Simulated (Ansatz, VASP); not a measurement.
TiAl in VASP and in Ansatz

```xyz
2
Lattice="2.8098 0.0000 0.0000 0.0000 2.8098 0.0000 0.0000 0.0000 4.0658" Properties=species:S:1:pos:R:3 pbc="T T T"
Ti    1.4049    1.4049    2.0329
Al    0.0000    0.0000    0.0000
```

Alike in both runs: functional r2SCAN; k mesh 14 × 14 × 10; occupations gaussian, width 0.1 eV; no spin polarisation.

Ansatz relaxed the structure, and its values are those at the end. VASP's run is a single point on that final structure, the one shown.

|  | VASP | Ansatz |
| --- | --- | --- |
| version | VASP 6.6.1 | Ansatz 0.2.0 |
| potentials or method | VASP PAW PBE potentials, release 64 (Ti_sv, Al), cutoff 520 eV | scalar-relativistic, plane waves, PAW |
| valence electrons in the cell | 15 | 15 |

|  | VASP | Ansatz | Ansatz less VASP |
| --- | --- | --- | --- |
| gap on the k mesh at the Fermi level (eV) | none | none | - |
| pressure (GPa) | 0.2 | 0.0 | -0.12 |

VASP's potentials were made for PBE, not for r2SCAN. A gap of «none» marks a metal or a gap that the smearing closes.
